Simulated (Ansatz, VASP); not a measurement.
## Ga in VASP and in Ansatz

```
Ga
1.0
     2.44102    0.00000    0.00000
     0.00000    2.44102    0.00000
     0.00000    0.00000    3.35422
Ga
1
Direct
  0.00000 0.00000 0.50000
```

Alike in both runs: task single point; functional PBE; k mesh 8 × 8 × 6; occupations gaussian, width 0.1 eV; no spin polarisation.

|  | VASP | Ansatz |
| --- | --- | --- |
| version | VASP 6.6.1 | Ansatz 0.2.0 |
| potentials or method | VASP PAW PBE potentials, release 64 (Ga_d), cutoff 520 eV | scalar-relativistic, plane waves, PAW |
| valence electrons in the cell | 13 | 13 |

Ansatz gave:

```
gap on the k mesh at the Fermi level (eV)                     : none
pressure (GPa)                                                : 11.3
traceless stress, the component that is largest in VASP (GPa) : -21.29
```

Q: Which values does VASP return?

A: gap on the k mesh at the Fermi level (eV): none; pressure (GPa): 11.4; traceless stress, the component that is largest in VASP (GPa): -21.49.

A gap of «none» marks a metal or a gap that the smearing closes. With one functional, cell and mesh, what is left measures potentials, basis and numerics.
